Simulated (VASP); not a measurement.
Input of a VASP 6.6.1 run:

File INCAR:

```
PREC     = Accurate       # precision mode
ENCUT    = 500            # plane-wave cutoff, eV
EDIFF    = 1E-6           # SCF threshold, eV
ISMEAR   = 0              # smearing method
SIGMA    = 0.1            # smearing width, eV
LREAL    = F              # projectors in reciprocal space
LASPH    = T              # aspherical terms in the spheres
NELM     = 200            # most SCF steps
ALGO     = Normal         # electronic algorithm
ISIF     = 2              # what is computed and relaxed
LWAVE    = F              # write WAVECAR
LCHARG   = F              # write CHGCAR
GGA      = PE             # functional
NBANDS   = 32             # bands
GGA_COMPAT= F            
LMAXMIX  = 6              # l up to which the mixer works
```

The input KPOINTS:

```
regular mesh
0
Gamma
  10 10 4
```

POSCAR

```
SmNb
1.0
    3.5188157014      0.0000000000      0.0000000000
    0.0000000000      3.5188157014      0.0000000000
    0.0000000000      0.0000000000      8.2426793570
Sm Nb
2 2
Direct
    0.5000000000      0.0000000000      0.8257600361
    0.0000000000      0.5000000000      0.1742399639
    0.5000000000      0.0000000000      0.4216317117
    0.0000000000      0.5000000000      0.5783682883
```

Potentials or basis: VASP PAW PBE potentials, release 64 (Sm_3, Nb_sv), 4f in core.

The run is started by

```sh
$ cat potpaw_PBE.64/Sm_3/POTCAR potpaw_PBE.64/Nb_sv/POTCAR > POTCAR
$ mpirun -np 1 vasp_std > vasp.out
```

(1) What does it give for the pressure?

(2) Estimate the largest force.

(3) Estimate the band gap on the k mesh.

Results:

(1) 0.2 GPa.

(2) 0.029 eV/Å.

(3) zero (bands 24 and 25 overlap by 1.18 eV).

Caveat: spin-orbit coupling is left out, which moves the levels of the heavy elements; the 4f electrons are frozen in the core, so they carry no moment and show no levels.
